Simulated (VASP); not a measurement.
Crystal: Cr.

```
Cr
1.0
     2.96890    0.00000    0.00000
     0.00000    2.96890    0.00000
     0.00000    0.00000    2.96890
Cr
2
Direct
  0.00000 0.00000 0.00000
  0.50000 0.50000 0.50000
```

Base run:

| Property | Result |
| --- | --- |
| Program | VASP 6.6.1 |
| Functional | PBE |
| Potentials or basis | VASP PAW PBE potentials, release 64 (Cr_pv) |
| Cutoff | 520 eV |
| k mesh | 11 × 11 × 11 |
| Occupations | fermi-dirac, width 0.05 eV |
| Spin | collinear spin, ferrimagnetic start |
| Starting moments | [-1.65, 1.75] μB |
| Fixed moment | 0.1 μB |

Its results: pressure -13.4 GPa; site moments Cr -1.76, +1.84 μB.

Problem. After a change of settings the same cell gave: pressure -14.1 GPa; site moments Cr -1.60, +1.84 μB. Which change was it?
A. fixed moment from 0.1 μB to 0.3 μB; moments at the start from [-1.65, 1.75] to [-1.55, 1.85]
B. fixed moment from 0.1 μB to 1 μB; moments at the start from [-1.65, 1.75] to [-1.2, 2.2]
C. fixed moment from 0.1 μB to 0.6 μB; moments at the start from [-1.65, 1.75] to [-1.4, 2.0]

Solution. A.

Caveats: the cell stands under tension; the total moment is fixed, so each spin has its own Fermi level.
